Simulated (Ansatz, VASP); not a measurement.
# AlCu2 in VASP and in Ansatz

```
CELL_PARAMETERS angstrom
4.16944 0.00000 0.00000
-2.08472 3.61084 0.00000
0.00000 0.00000 2.59260
ATOMIC_POSITIONS crystal
Al 0.00000 0.00000 0.00000
Cu 0.33333 0.66667 0.50000
Cu 0.66667 0.33333 0.50000
```

Alike in both runs: task relaxation of cell and atoms; functional PBE; k mesh 12 × 12 × 18; occupations gaussian, width 0.1 eV; no spin polarisation.

```csv
,VASP,Ansatz
version,VASP 6.6.1,Ansatz 0.2.0
potentials or method,"VASP PAW PBE potentials, release 64 (Al, Cu), cutoff 600 eV","scalar-relativistic, plane waves, PAW"
valence electrons in the cell,25,41
```

Ansatz gave:

```
gap on the k mesh at the Fermi level, each at its own relaxed structure (eV) : none
relaxed volume (Å³/atom)                                                     : 13.01
relaxed cell length with the largest relative difference (Å)                 : 4.169
```

Estimate VASP's values.

gap on the k mesh at the Fermi level, each at its own relaxed structure (eV): none; relaxed volume (Å³/atom): 13.05; relaxed cell length with the largest relative difference (Å): 4.174.

A gap of «none» marks a metal or a gap that the smearing closes. VASP's potentials hold 25 valence electrons a cell and Ansatz's 41, so a difference there can come from the potentials and not from the codes.
